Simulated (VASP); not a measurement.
Here is a VASP 6.6.1 calculation.

The input INCAR:

```
PREC = Accurate ; ENCUT = 520
EDIFF = 1E-6 ; ISMEAR = 0
SIGMA = 0.05 ; LREAL = False
LASPH = True ; NELM = 120
ALGO = Normal ; ISIF = 2
LWAVE = False ; LCHARG = True
LDIPOL = True ; IDIPOL = 3
DIPOL = 0.5 0.5 0.289 ; GGA = PE
IVDW = 12 ; LELF = True
LVHAR = True ; LVACPOTAV = True
NBANDS = 72 ; GGA_COMPAT = False
NELMDL = -8
```

File KPOINTS:

```
regular mesh
0
Gamma
  6 4 1
```

Contents of POSCAR:

```
C25O
1.0
    4.9311586502      0.0000000000      0.0000000000
   -2.4655793251      6.7895556517      0.0000000000
    0.0000000000      0.0000000000     24.0859273492
C O
25 1
Direct
    0.2500000000      0.0000000000      0.1660720778
    0.2500000000      0.5000000000      0.1660720778
    0.7500000000      0.0000000000      0.1660720778
    0.7500000000      0.5000000000      0.1660720778
    0.0000000000      0.0000000000      0.1955956979
    0.0000000000      0.5000000000      0.1955956979
    0.5000000000      0.0000000000      0.1955956979
    0.5000000000      0.5000000000      0.1955956979
    0.0000000000      0.0000000000      0.2546772037
    0.0000000000      0.5000000000      0.2546772037
    0.5000000000      0.0000000000      0.2546772037
    0.5000000000      0.5000000000      0.2546772037
    0.2500000000      0.0000000000      0.2834904297
    0.2500000000      0.5000000000      0.2834904297
    0.7500000000      0.0000000000      0.2834904297
    0.7500000000      0.5000000000      0.2834904297
    0.2500000000      0.0000000000      0.3453287427
    0.2500000000      0.5000000000      0.3453287427
    0.7500000000      0.0000000000      0.3453287427
    0.7500000000      0.5000000000      0.3453287427
    0.0000000000      0.0000000000      0.3710020054
    0.0000000000      0.5000000000      0.3710020054
    0.5000000000      0.0000000000      0.3710020054
    0.5000000000      0.5000000000      0.3710020054
    0.2500000000      0.1250000000      0.5474535881
    0.2500000000      0.1250000000      0.4997078657
```

Potentials or basis: VASP PAW PBE potentials, release 64 (C, O).

Run with:

```console
$ cat potpaw_PBE.64/C/POTCAR potpaw_PBE.64/O/POTCAR > POTCAR
$ mpirun -np 1 vasp_std > vasp.out
```

What does it give for the largest force?

3.443 eV/Å.

Estimate the band gap on the k mesh.

zero (bands 53 and 54 overlap by 0.09 eV).

Forces in eV/Å, atoms in the order of the input:
```
C    0.003  0.000  1.816
C   -0.001  0.000  1.823
C   -0.003  0.001  1.808
C    0.001 -0.001  1.823
C   -0.002  0.001 -3.425
C   -0.001  0.000 -3.443
C    0.002  0.000 -3.422
C    0.001 -0.001 -3.442
C   -0.012  0.000  1.566
C   -0.001  0.001  1.577
C    0.012 -0.001  1.572
C    0.001  0.000  1.575
C   -0.006  0.001  0.024
C    0.002 -0.002  0.006
C    0.006  0.001  0.001
C   -0.001 -0.001  0.005
C    0.001  0.009  0.100
C    0.000 -0.004 -0.003
C   -0.001  0.005 -0.032
C    0.000 -0.003 -0.008
C   -0.052 -0.020 -0.031
C   -0.002  0.002  0.060
C    0.045 -0.005  0.040
C    0.002  0.011  0.045
C   -0.002 -0.002 -0.735
O    0.010  0.008  0.701
```
